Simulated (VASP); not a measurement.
Write the native input for VASP 6.6.1 that does the following.

```yaml
Task: single point
Functional: PBE
Potentials_or_basis: VASP PAW PBE potentials, release 64 (Ta_pv, N)
Cutoff: 600 eV
k_mesh: 11 × 11 × 11
Occupations: methfessel-paxton, width 0.25 eV
Spin: no spin polarisation
Dipole_correction: no
Further_INCAR_settings: ALGO = Normal; EDIFF = 1e-06; NBANDS = 15
```

The structure of TaN lies in POSCAR:

```
TaN
1.0
    3.0815710000      0.0000000000      0.0000000000
    1.5407855000      2.6687187696      0.0000000000
    1.5407855000      0.8895729232      2.5160921854
Ta N
1 1
Direct
    0.5000000000      0.5000000000      0.5000000000
    0.0000000000      0.0000000000      0.0000000000
```

These files were run (other wordings do the same):

INCAR

```
PREC = Accurate ; ENCUT = 600
EDIFF = 1E-6 ; ISMEAR = 1
SIGMA = 0.25 ; LREAL = False
LASPH = True ; NELM = 120
ALGO = Normal ; ISIF = 2
LWAVE = False ; LCHARG = False
GGA = PE ; NBANDS = 15
GGA_COMPAT = False
```

KPOINTS

```
Automatic mesh
0
Gamma
  11 11 11
```

Potentials or basis: VASP PAW PBE potentials, release 64 (Ta_pv, N).

Run with:

```sh
$ cat potpaw_PBE.64/Ta_pv/POTCAR potpaw_PBE.64/N/POTCAR > POTCAR
$ mpirun -np 1 vasp_std > vasp.out
```

Results of the run:

The pressure is 15.4 GPa and the band gap on the k mesh is zero (band 8 reaches 11.61 eV, above the bottom of band 9 at 7.68 eV).

Caveat: spin-orbit coupling is left out, which moves the levels of the heavy elements.

Run time: 40 s on 1 thread of Intel Xeon 8259CL, with other jobs on the host, peak memory 0.17 GiB.
